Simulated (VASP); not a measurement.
As, 2 atoms in the cell. It takes space group R-3m (No. 166, trigonal). Conventional cell: a = 3.811 Å, b = 3.811 Å, c = 10.681 Å, α = 90.00°, β = 90.00°, γ = 120.00°. As (site symmetry 3m) has 6 As at 2.54 to 3.18 Å within 3.4 Å.  This cell differs from its parent crystal: volume scaled by 1.04.

* Program: VASP 6.6.1
* Task: single point
* Functional: LDA
* Potentials or basis: VASP PAW LDA potentials, release 64 (As)
* Cutoff: 520 eV
* k mesh: 9 × 9 × 9
* Occupations: fermi-dirac, width 0.05 eV
* Spin: no spin polarisation
* Dipole correction: no
* Further INCAR settings: ALGO = Normal; EDIFF = 1e-07; NBANDS = 12

Potentials or basis: VASP PAW LDA potentials, release 64 (As).

Command:

```sh
$ cat potpaw_LDA.64/As/POTCAR > POTCAR
$ mpirun -np 1 vasp_std > vasp.out
```

Hardware: 1 thread of Intel(R) Xeon(R) Platinum 8488C (Sapphire Rapids) (shared host).

How long does it take, and how much memory?

It took 26 s on 1 thread of Intel(R) Xeon(R) Platinum 8488C (Sapphire Rapids), with other jobs on the host, peak memory 0.17 GiB. Counts: scf iterations 12, k points 85.
